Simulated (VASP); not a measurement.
**SiC: single point with r2SCAN**

SiC:

```xyz
12
Lattice="4.3563 0.0000 0.0000 0.0000 2.1781 -2.1781 2.1781 5.4454 7.6235" Properties=species:S:1:pos:R:3 pbc="T T T"
Si    0.0000    1.6335    1.6335
Si    2.1781    3.8116    1.6335
Si    0.0000    3.8116    3.8116
Si    2.1781    5.9898    3.8116
Si    0.0000    5.9898    5.9898
Si    2.1781    1.6335   -0.5446
C     3.2672    2.7226    2.7226
C     1.0891    4.9007    2.7226
C     3.2672    4.9007    4.9007
C     1.0891    7.0789    4.9007
C     3.2672    0.5444    0.5444
C     1.0891    2.7226    0.5444
```

This cell differs from its parent crystal: the part above a cut slid along it.

```yaml
Program: VASP 6.6.1
Task: single point
Functional: r2SCAN
Potentials_or_basis: VASP PAW PBE potentials, release 64 (Si, C)
Cutoff: 520 eV
k_mesh: 6 × 9 × 3
Occupations: gaussian, width 0.05 eV
Spin: no spin polarisation
```

The pressure is 30.8 GPa. The largest force is 42.678 eV/Å and the band gap on the k mesh is zero (bands 24 and 25 overlap by 0.01 eV).

Forces in eV/Å, atoms in the order of the input:
```
Si    0.661  -0.372  -0.372
Si   -0.002  -0.087  -0.087
Si   -0.002   0.087   0.087
Si    0.661   0.373   0.372
Si   -0.520 -30.176 -30.176
Si   -0.520  30.176  30.176
C    -0.150  -0.189  -0.189
C    -0.150   0.189   0.188
C    -0.212  -0.276  -0.276
C     0.223  -2.035  -2.035
C     0.222   2.035   2.035
C    -0.211   0.276   0.276
```

Stress tensor (GPa, compression positive):
```
 6.05  0.00  0.00
 0.00 43.14 42.17
 0.00 42.17 43.14
```

Levels at points of the mesh, in eV from the Fermi level:
```csv
k point,band 20,band 21,band 22,band 23,band 24,band 25,band 26,band 27,band 28,band 29
"(0.00, 0.00, 0.00)",-2.10,-1.64,-1.18,-1.16,0.02,0.09,1.15,3.60,3.85,4.47
"(0.50, 0.00, 0.00)",-2.41,-2.35,-2.34,-1.02,-0.47,0.11,3.80,4.11,4.13,4.97
```

Wall time 9.4 min on 1 thread of AMD EPYC 9R45 96-Core Processor (Zen 5) (shared host), peak memory 0.37 GiB.

Caveat: the cell differs from its parent crystal (the part above a cut slid along it); atoms lie so close that the PAW spheres overlap strongly, which falsifies energies and pressures; the stress differs along the axes, from 6 to 43 GPa; semilocal functionals underestimate gaps, and a narrow one can read as zero; the PAW data sets were made with another functional, which shifts forces and pressure a little.
